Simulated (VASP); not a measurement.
Crystal: BaS.

```xyz
2
Lattice="0.0000 3.2564 3.2564 3.2564 0.0000 3.2564 3.2564 3.2564 0.0000" Properties=species:S:1:pos:R:3 pbc="T T T"
Ba    0.0000    0.0000    0.0000
S     3.2564    3.2564    3.2564
```

Base run:

| Quantity | Value |
| --- | --- |
| Program | VASP 6.6.1 |
| Functional | PBE0 |
| Potentials or basis | VASP PAW PBE potentials, release 64 (Ba_sv, S) |
| Cutoff | 520 eV |
| k mesh | 4 × 4 × 4 |
| Occupations | fermi-dirac, width 0.05 eV |
| Spin | no spin polarisation |

Its results: band gap on the k mesh 3.82 eV, indirect (least direct gap 4.02 eV); pressure -1.6 GPa.

Task: The run is repeated on the same cell with these changes: functional from PBE0 to HSE06. What comes out?

Result: Band gap on the k mesh 3.11 eV, indirect (least direct gap 3.29 eV); pressure -1.5 GPa.

Caveats: the PAW data sets were made with another functional, which shifts forces and pressure a little; spin-orbit coupling is left out, which moves the levels of the heavy elements.

A k mesh can miss the band edges.
